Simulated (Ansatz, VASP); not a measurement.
**C in VASP and in Ansatz**

```
C
1.0
     0.00000    1.78014    1.73564
     1.78014    0.00000    1.73564
     1.78014    1.78014    0.00000
C
2
Direct
  0.50000 0.50000 0.50000
  0.75000 0.75000 0.75000
```

Change from the starting cell: strain +0.000 along x and y, -0.025 along z, atoms carried along.

Alike in both runs: task single point; functional r2SCAN; k mesh 12 × 12 × 12; occupations gaussian, width 0.05 eV; no spin polarisation.

```csv
,VASP,Ansatz
version,VASP 6.6.1,Ansatz 0.2.0
potentials or method,"VASP PAW PBE potentials, release 64 (C), cutoff 520 eV","scalar-relativistic, plane waves, PAW"
valence electrons in the cell,8,8
```

```csv
,VASP,Ansatz,Ansatz less VASP
gap on the k mesh at the Fermi level (eV),3.73,3.76,+0.031
least direct gap on the mesh (eV),5.43,5.48,+0.047
pressure (GPa),13.2,12.0,-1.22
"traceless stress, the component that is largest in VASP (GPa)",16.72,16.75,+0.028
```

VASP's potentials were made for PBE, not for r2SCAN. With one functional, cell and mesh, what is left measures potentials, basis and numerics.
